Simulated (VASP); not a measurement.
# Si12O23 (a cell with a defect) in VASP: further runs

Runs on Si12O23 (a cell with a defect). Level: PBE. Tasks: single point.

Everything below comes from runs of VASP 6.6.1. Logs are shortened: lines on timing, memory, paths and dates and some standing lists are left out, and cuts for length are marked.

## 1. The cell of the first run

The cell holds a defect, 35 atoms: a = 7.278 Å, b = 7.278 Å, c = 9.783 Å, α = 70.36°, β = 70.36°, γ = 71.19°.

## 2. Single point, PBE, collinear spin

File INCAR:

```
PREC = Accurate
ENCUT = 520
EDIFF = 1E-7
ISMEAR = 0
SIGMA = 0.02
LREAL = Auto
LASPH = T
NELM = 150
ALGO = Normal
ISIF = 2
LWAVE = F
LCHARG = T
ISPIN = 2
MAGMOM = 0 0 0 0 0 0 0 0 0 0 0 0 0 0 0 0 0 0 0 0 0 0 0 0 0 0 0 0 0.06 0 0 0 0 0 0
LORBIT = 11
GGA = PE
LELF = T
LVHAR = T
NBANDS = 120
NELECT = 185.0
```

File KPOINTS:

```
Automatic mesh
0
Gamma
  2 2 1
```

File POSCAR:

```
Si12O23
1.0
   -2.4457500000      4.2361630000      5.3885000000
    4.8915000000      0.0000000000      5.3885000000
    4.8915000000      8.4723270000      0.0000000000
Si O
12 23
Direct
    0.0897672638      0.5793232067      0.9502602105
    0.4092075805      0.9253951846      0.0270943258
    0.0004339780     -0.0100769213      0.2719829627
    0.1007215422      0.5635020822      0.4515889353
    0.3972333813      0.9371090145      0.5326003880
   -0.0007265979      0.0092081791      0.7670671809
    0.5973545880      0.0629096785      0.2039814559
    0.9011986874      0.4367300498      0.2812897171
    0.4972182130      0.4987808591      0.5216710360
    0.6080623101      0.0629520724      0.6928163821
    0.9010842026      0.4384381135      0.7822354403
    0.5047590374      0.4999563751      0.0130438122
    0.3114653401      0.4722895082      0.9851544978
    0.9158285115      0.5273122512      0.1024407043
    0.9387185534      0.1940679364      0.3236985774
    0.5751200288      0.9709074371      0.0785049743
    0.5821746785      0.3070260267      0.1381173280
    0.3228864225      0.4531566321      0.4771198614
    0.9245555007      0.5132693114      0.6035634834
    0.9082471865      0.2000269158      0.8412799546
    0.1816548373      0.0538208981      0.6191592345
    0.5802526535      0.9842704977      0.5665954795
    0.5723887643      0.3052493539      0.6510901780
    0.8162370649      0.9537584812      0.2335911665
    0.4169117725      0.0221328596      0.3525008862
    0.4145369019      0.6963060043      0.5869843213
    0.6788076497      0.5350308953      0.3706738597
    0.0751011139      0.4919141965      0.3198479520
    0.0799342828      0.8049477809      0.4012648885
    0.8287082171      0.9586912447      0.7215757740
    0.4360216132     -0.0033440591      0.8495545999
    0.1822593330      0.9977035509      0.1155917090
    0.6770896227      0.5587166314      0.8638631385
    0.0738494257      0.4877376579      0.8257880976
    0.0778693639      0.8169139710      0.8945403880
```

Potentials or basis: VASP PAW PBE potentials, release 64 (Si, O).

Run with:

```console
> cat potpaw_PBE.64/Si/POTCAR potpaw_PBE.64/O/POTCAR > POTCAR
> mpirun -np 1 vasp_std > vasp.out
```

OUTCAR:

```text
PREC = Accurate
   ENCUT = 520
   EDIFF = 1E-7
   ISMEAR = 0
   LREAL = Auto
   LASPH = T
   NELM = 150
   ISIF = 2
   ISPIN = 2
   LORBIT = 11
   GGA = PE
   NELECT = 185.0

 ion  position               nearest neighbor table
   1  0.090  0.579  0.950-  35 1.61  14 1.62  34 1.62  13 1.65   8 3.02   6 3.02  11 3.03  12 3.12

   2  0.409  0.925  0.027-  32 1.59  31 1.60  16 1.61  12 2.99  10 3.06   7 3.08   3 3.14
   3  0.000  0.990  0.272-  15 1.61  29 1.61  24 1.62  32 1.65   4 3.00   7 3.07   8 3.12   2 3.14

   4  0.101  0.564  0.452-  18 1.62  28 1.63  19 1.63  29 1.63   3 3.00  11 3.02   9 3.04   8 3.04

   5  0.397  0.937  0.533-  21 1.62  26 1.63  25 1.63  22 1.63   7 3.00  10 3.02   6 3.05   9 3.07
[... 9 lines left out ...]
  10  0.608  0.063  0.693-  30 1.61  22 1.62  23 1.62  31 1.66   5 3.02   9 3.03   6 3.04   2 3.06

  11  0.901  0.438  0.782-  19 1.61  20 1.62  34 1.63  33 1.65  12 3.01   6 3.02   4 3.02   1 3.03

  12  0.505  0.500  0.013-  13 1.60  33 1.61  17 1.61   2 2.99  11 3.01   7 3.09   1 3.12
  13  0.311  0.472  0.985-  12 1.60   1 1.65
  14  0.916  0.527  0.102-   1 1.62   8 1.63
  15  0.939  0.194  0.324-   3 1.61   8 1.62
  16  0.575  0.971  0.079-   2 1.61   7 1.65
  17  0.582  0.307  0.138-  12 1.61   7 1.65
  18  0.323  0.453  0.477-   4 1.62   9 1.63
[... 15 lines left out ...]
  34  0.074  0.488  0.826-   1 1.62  11 1.63
  35  0.078  0.817  0.895-   1 1.61   6 1.62

  LATTYP: Found a base centered monoclinic cell.
 ALAT       =    11.8351383188
 B/A-ratio  =     0.7158620513
 C/A-ratio  =     0.8266063436
 COS(beta)  =    -0.4133031352

  Lattice vectors:

 A1 = (   2.4457500000,  -4.2361630000,  -5.3885000000)
 A2 = (  -4.8915000000,   0.0000000000,  -5.3885000000)
 A3 = (   4.8915000000,   8.4723270000,   0.0000000000)

Analysis of symmetry for initial positions (statically):
=====================================================================
 Subroutine PRICEL returns:
 Original cell was already a primitive cell.

 Routine SETGRP: Setting up the symmetry group for a
 base centered monoclinic supercell.

 Subroutine GETGRP returns: Found  1 space group operations
 (whereof  1 operations were pure point group operations)
 out of a pool of  4 trial point group operations.

The static configuration has the point symmetry C_1 .

Analysis of symmetry for dynamics (positions and initial velocities):
=====================================================================
 Subroutine PRICEL returns:
 Original cell was already a primitive cell.

 Routine SETGRP: Setting up the symmetry group for a
 base centered monoclinic supercell.

 Subroutine GETGRP returns: Found  1 space group operations
 (whereof  1 operations were pure point group operations)
 out of a pool of  4 trial point group operations.

The dynamic configuration has the point symmetry C_1 .

Analysis of structural, dynamic, and magnetic symmetry:
=====================================================================
 Subroutine PRICEL returns:
 Original cell was already a primitive cell.

 Routine SETGRP: Setting up the symmetry group for a
 base centered monoclinic supercell.

 Subroutine GETGRP returns: Found  1 space group operations
 (whereof  1 operations were pure point group operations)
 out of a pool of  4 trial point group operations.

The overall configuration has the point symmetry C_1 .

 Subroutine INISYM returns: Found  1 space group operations
 (whereof  1 operations are pure point group operations),
 and found     1 'primitive' translations

----------------------------------------------------------------------------------------

                                     Primitive cell

  volume of cell :     446.6246

  direct lattice vectors                    reciprocal lattice vectors
    -2.445750000  4.236163000  5.388500000    -0.102218137  0.059015665  0.092790204
     4.891500000  0.000000000  5.388500000     0.102218137 -0.059015665  0.092790199
     4.891500000  8.472327000  0.000000000     0.051109062  0.088523498 -0.046395097

  length of vectors
[... 130 lines left out ...]
   total plane-waves  NPLWV = 233280
   dimension x,y,z NGX =    54 NGY =   54 NGZ =   80
   dimension x,y,z NGXF=   108 NGYF=  108 NGZF=  160
   ions per type =              12  23
   NGX,Y,Z   is equivalent  to a cutoff of  12.34, 12.34, 13.59 a.u.
   NGXF,Y,Z  is equivalent  to a cutoff of  24.67, 24.67, 27.19 a.u.
 SYSTEM =  unknown system
   PREC   = accura    normal or accurate (medium, high low for compatibility)
   ISTART =      0    job   : 0-new  1-cont  2-samecut
   ICHARG =      2    charge: 1-file 2-atom 10-const
   ISPIN  =      2    spin polarized calculation?
   LNONCOLLINEAR =      F non collinear calculations
   LSORBIT =      F    spin-orbit coupling
   LASPH  =      T    aspherical Exc in radial PAW
   ENCUT  =  520.0 eV  38.22 Ry    6.18 a.u.  13.53 13.53 18.19*2*pi/ulx,y,z
   NELM   =    150;   NELMIN=  2; NELMDL= -5     # of ELM steps
   EDIFF  = 0.1E-06   stopping-criterion for ELM
   LREAL  =      T    real-space projection
   EDIFFG = 0.1E-05   stopping-criterion for IOM
   NSW    =      0    number of steps for IOM
   IBRION =     -1    ionic relax: 0-MD 1-quasi-New 2-CG
   NFREE  =      0    steps in history (QN), initial steepest desc. (CG)
   ISIF   =      2    stress and relaxation
   ISYM   =      2    0-nonsym 1-usesym 2-fastsym
   POTIM  = 0.5000    time-step for ionic-motion
   TEBEG  =    0.0;   TEEND  =   0.0 temperature during run
   PSTRESS=    0.0 pullay stress
   NELECT =     185.0000    total number of electrons
   NUPDOWN=      -1.0000    fix difference up-down
   EMIN   =  10.00;   EMAX   =-10.00  energy-range for DOS
   EFERMI =   0.00;   METHOD = LEGACY
   ISMEAR =     0;   SIGMA  =   0.02  broadening in eV -4-tet -1-fermi 0-gaus
   EFERMI_NEDOS =   21; number of points for ismear=-14 and -15
   IALGO  =     38    algorithm
   IMIX   =      4    mixing-type and parameters
     AMIX     =   0.40;   BMIX     =  1.00
     AMIX_MAG =   1.60;   BMIX_MAG =  1.00
  volume/ion in A,a.u.               =      12.76        86.11
  Fermi-wavevector in a.u.,A,eV,Ry     =   1.220350  2.306128 20.262544  1.489255
  Thomas-Fermi vector in A             =   2.355571
   LORBIT       =     11    0 simple, 1 ext, 2 COOP (PROOUT), +10 PAW based schemes
   GGA     = PE    functional components
   LHFCALC =     F    Hartree Fock is set to
   AEXX    =    0.0000 exact exchange contribution
   IVDW    =     0    specifies the selected vdW correction
   LEPSILON=     F    determine dielectric tensor
   LRPA    =     F    only Hartree local field effects (RPA)
 spin polarized calculation
 Gauss-broadening in eV      SIGMA  =   0.02
  energy-cutoff  :      520.00
  volume of cell :      446.62
 maximum number of plane-waves:     12027
   NGX = 27   NGY = 27   NGZ = 37

 number of electron     184.9999983 magnetization      -0.0000095

 number of electron     184.9999983 magnetization       0.0000006

 Free energy of the ion-electron system (eV)
  ---------------------------------------------------
  ext. energy  EPLUGINS =         0.00000000
  ---------------------------------------------------
  free energy    TOTEN  =      -275.82322675 eV

  energy without entropy =     -275.82322675  energy(sigma->0) =     -275.82322675

 E-fermi :   2.1900     XC(G=0):  -9.1930

 val. band max:        2.0922068528   @ k =   0.5000   0.0000  -0.0000
 cond. band min:       2.2978747159   @ k =   0.0000   0.5000   0.0000
 fundamental gap:      0.2056678631
 Fermi energy:         2.1899917217

 spin component 1

 k-point     1 :       0.0000    0.0000    0.0000
  band No.  band energies     occupation
      1     -18.2447      1.00000
      2     -17.8515      1.00000
      3     -17.6725      1.00000
      4     -17.5970      1.00000
      5     -17.3685      1.00000
      6     -17.2885      1.00000
[... 417 lines left out ...]
    103      10.2674      0.00000
    104      10.3300      0.00000
 Fermi energy:         2.1899917217

 spin component 2

 k-point     1 :       0.0000    0.0000    0.0000
  band No.  band energies     occupation
      1     -18.2447      1.00000
      2     -17.8515      1.00000
      3     -17.6725      1.00000
      4     -17.5970      1.00000
      5     -17.3685      1.00000
      6     -17.2885      1.00000
[... 417 lines left out ...]
    103      10.2674      0.00000
    104      10.3300      0.00000
 [bands above 104 left out]

------------------------ aborting loop because EDIFF is reached ----------------------------------------

  FORCE on cell =-STRESS in cart. coord.  units (eV):
  Direction    XX          YY          ZZ          XY          YZ          ZX
  --------------------------------------------------------------------------------------
  -------------------------------------------------------------------------------------
  Total       -4.2369662      0.7775827     -0.6857791     -0.6487638     -1.4714089     -3.4933752
  in kB      -15.1992775      2.7894239     -2.4600969     -2.3273116     -5.2783880    -12.5317920
  external PRESSURE =      -4.9566502 kB  Pullay stress =       0.0000000 kB

 VOLUME and BASIS-vectors are now :
 -----------------------------------------------------------------------------
  energy-cutoff  :      520.00
  volume of cell :      446.62
      direct lattice vectors                 reciprocal lattice vectors
    -2.445750000  4.236163000  5.388500000    -0.102218137  0.059015665  0.092790204
     4.891500000  0.000000000  5.388500000     0.102218137 -0.059015665  0.092790199
     4.891500000  8.472327000  0.000000000     0.051109062  0.088523498 -0.046395097

 POSITION                                       TOTAL-FORCE (eV/Angst)
 -----------------------------------------------------------------------------------
      7.26241      8.43118      3.60539        -0.056079      0.034375      0.001235
      3.65828      1.96302      7.19151        -0.033086      0.009035     -0.052515
      6.17155      2.30617      5.33654        -0.018464     -0.026087     -0.002195
      4.71898      4.25268      3.57917        -0.002573      0.008781      0.003457
      6.21755      6.19511      7.19010         0.002215     -0.018470      0.003875
      1.35318     10.73193      5.43420         0.007703      0.023685      0.000491
[... 27 lines left out ...]
      6.24449      7.30919      3.02611         0.012594      0.000488      0.003007
      8.18113      7.90871      4.82154         0.018928     -0.025741      0.022097
 -----------------------------------------------------------------------------------
    total drift:                               -0.001239      0.011454     -0.005704

  FREE ENERGIE OF THE ION-ELECTRON SYSTEM (eV)
  ---------------------------------------------------
  free  energy   TOTEN  =      -275.8232267470 eV

  energy  without entropy=     -275.8232267470  energy(sigma->0) =     -275.82322675

 total charge

# of ion       s       p       d       tot
------------------------------------------
    1        0.643   0.985   0.000   1.628
    2        0.665   0.941   0.000   1.606
    3        0.639   0.982   0.000   1.620
    4        0.644   0.988   0.000   1.632
    5        0.640   0.976   0.000   1.616
    6        0.643   0.984   0.000   1.626
[... 27 lines left out ...]
   34        1.551   3.678   0.000   5.228
   35        1.553   3.689   0.000   5.242
--------------------------------------------------
tot         43.432  96.191   0.000 139.623

 magnetization (x)

# of ion       s       p       d       tot
------------------------------------------
    1        0.000   0.000   0.000   0.000
    2       -0.000   0.000   0.000  -0.000
    3       -0.000  -0.000   0.000  -0.000
    4       -0.000  -0.000   0.000  -0.000
    5       -0.000  -0.000   0.000  -0.000
    6       -0.000  -0.000   0.000  -0.000
[... 27 lines left out ...]
   34       -0.000  -0.000   0.000  -0.000
   35       -0.000  -0.000   0.000  -0.000
--------------------------------------------------
tot         -0.000   0.000   0.000   0.000
```

It took 27 min on 1 thread of Oxide Virtual Turin-like, shared host; peak memory 0.78 GiB.

What came out:

```
Free energy                                           : -275.8232 eV
Largest force                                         : 0.086 eV/Å
Net moment                                            : 0.00 μB per cell
Valence electrons inside the program's atomic spheres : Si 1.63, 1.61, 1.62, 1.60 (each value once); O 5.21, 5.23, 5.24, 5.20, 5.22 (each value once)
```

Forces on the atoms (eV/Å):
```
Si  -0.056  0.034  0.001
Si  -0.033  0.009 -0.053
Si  -0.018 -0.026 -0.002
Si  -0.003  0.009  0.003
Si   0.002 -0.018  0.004
Si   0.008  0.024  0.000
Si  -0.016 -0.038  0.010
Si  -0.004 -0.016  0.011
Si   0.011  0.012  0.003
Si  -0.001  0.020 -0.029
Si   0.023 -0.012  0.004
Si   0.079  0.002  0.036
O    0.031 -0.047 -0.041
O    0.006  0.012  0.007
O    0.021 -0.014  0.016
O    0.033  0.015  0.019
O   -0.028  0.045 -0.036
O    0.007  0.001  0.017
O   -0.018 -0.010  0.005
O   -0.020 -0.001 -0.010
O    0.007  0.006 -0.010
O    0.004 -0.016 -0.003
O   -0.002 -0.006 -0.001
O   -0.006  0.018  0.023
O   -0.011  0.012 -0.008
O    0.001 -0.002  0.004
O    0.008  0.013 -0.019
O    0.000 -0.014 -0.006
O   -0.013  0.022 -0.018
O    0.007  0.008  0.000
O   -0.033 -0.043  0.037
O    0.024  0.027 -0.033
O   -0.042  0.001  0.041
O    0.013  0.000  0.003
O    0.019 -0.026  0.022
```

Caveat: the k points lie up to 0.71 Å⁻¹ apart; the cell carries a net charge on a neutralising background, which shifts energy and pressure; the cell is charged against a uniform background, so pressure and absolute levels hang on convention.

(Continued in part 2 of 2.)
